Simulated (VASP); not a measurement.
Here is a VASP 6.6.1 calculation.

File INCAR:

```
SYSTEM = Sc
PREC = Accurate ; ENCUT = 520
EDIFF = 1E-6 ; ISMEAR = 0
SIGMA = 0.1 ; LREAL = .FALSE.
LASPH = .TRUE. ; NELM = 80
ALGO = Normal ; ISIF = 2
LWAVE = .FALSE. ; LCHARG = .FALSE.
GGA = PE ; NBANDS = 18
```

Contents of KPOINTS:

```
regular mesh
0
G
  15 15 8
  0 0 0
```

File POSCAR:

```
Sc
1.0
    3.4239108836      0.0000000000      0.0000000000
   -1.7119554418      2.9651938055      0.0000000000
    0.0000000000      0.0000000000      5.3377647764
Sc
2
Direct
    0.3333333333      0.6666666667      0.2500000000
    0.6666666667      0.3333333333      0.7500000000
```

Potentials or basis: VASP PAW PBE potentials, release 64 (Sc_sv).

Launch:

```sh
$ cat potpaw_PBE.64/Sc_sv/POTCAR > POTCAR
$ mpirun -np 1 vasp_std > vasp.out
```

Estimate the band gap on the k mesh.

zero (band 11 reaches 4.05 eV, above the bottom of band 12 at 2.72 eV).

Predict the pressure.

-4.4 GPa.
